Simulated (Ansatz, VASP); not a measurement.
HfO2 in VASP and in Ansatz

```
CELL_PARAMETERS angstrom
4.83017 0.00000 0.00000
0.00000 4.83017 0.00000
0.00000 0.00000 3.20987
ATOMIC_POSITIONS crystal
Hf 0.50000 0.50000 0.50000
Hf 0.00000 0.00000 0.00000
O 0.69497 0.69497 0.00000
O 0.80503 0.19497 0.50000
O 0.30503 0.30503 0.00000
O 0.19497 0.80503 0.50000
```

Alike in both runs: functional PBEsol; k mesh 6 × 6 × 8; occupations gaussian, width 0.02 eV; no spin polarisation.

Ansatz relaxed the structure, and its values are those at the end. VASP's run is a single point on that final structure, the one shown.

```csv
,VASP,Ansatz
version,VASP 6.6.1,Ansatz 0.2.0
potentials or method,"VASP PAW PBE potentials, release 64 (Hf_pv, O), cutoff 520 eV","scalar-relativistic, plane waves, PAW"
valence electrons in the cell,44,76
```

|  | VASP | Ansatz | Ansatz less VASP |
| --- | --- | --- | --- |
| gap on the k mesh at the Fermi level (eV) | 3.84 | 3.89 | +0.055 |
| least direct gap on the mesh (eV) | 3.84 | 3.89 | +0.055 |
| pressure (GPa) | -2.7 | 0.0 | +2.69 |
| rms of the force components (eV/Å) | 0.023 | 0.001 | -0.0222 |

VASP's potentials were made for PBE, not for PBEsol. VASP's potentials hold 44 valence electrons a cell and Ansatz's 76, so a difference there can come from the potentials and not from the codes.

Neither program's run includes spin-orbit coupling.
